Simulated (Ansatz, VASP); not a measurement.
## KHfAs: VASP beside Ansatz

```
K Hf As
1.0
     4.49387    0.00000    0.00000
    -2.24694    3.89181    0.00000
     0.00000    0.00000    5.36329
K Hf As
1 1 1
Direct
  0.00000 0.00000 0.00000
  0.66667 0.33333 0.50000
  0.33333 0.66667 0.50000
```

Change from the starting cell: species swapped into the SrSiNi type (P-6m2, No. 187).

Alike in both runs: task single point; functional PBE; k mesh 6 × 6 × 4; occupations gaussian, width 0.1 eV; no spin polarisation.

|  | VASP | Ansatz |
| --- | --- | --- |
| version | VASP 6.6.1 | Ansatz 0.2.0 |
| potentials or method | VASP PAW PBE potentials, release 64 (K_sv, Hf_pv, As), cutoff 520 eV | scalar-relativistic, plane waves, PAW |
| valence electrons in the cell | 24 | 50 |

Ansatz gave:

- gap on the k mesh at the Fermi level (eV): none
- pressure (GPa): 1.7
- traceless stress, the component that is largest in VASP (GPa): -0.40

Problem. Estimate VASP's values.

Solution. gap on the k mesh at the Fermi level (eV): none; pressure (GPa): 1.7; traceless stress, the component that is largest in VASP (GPa): -0.35.

A gap of «none» marks a metal or a gap that the smearing closes. The functional is the same, so the differences come from potentials, cutoffs and numerics. VASP's potentials hold 24 valence electrons a cell and Ansatz's 50, so a difference there can come from the potentials and not from the codes.

Neither program's run includes spin-orbit coupling.
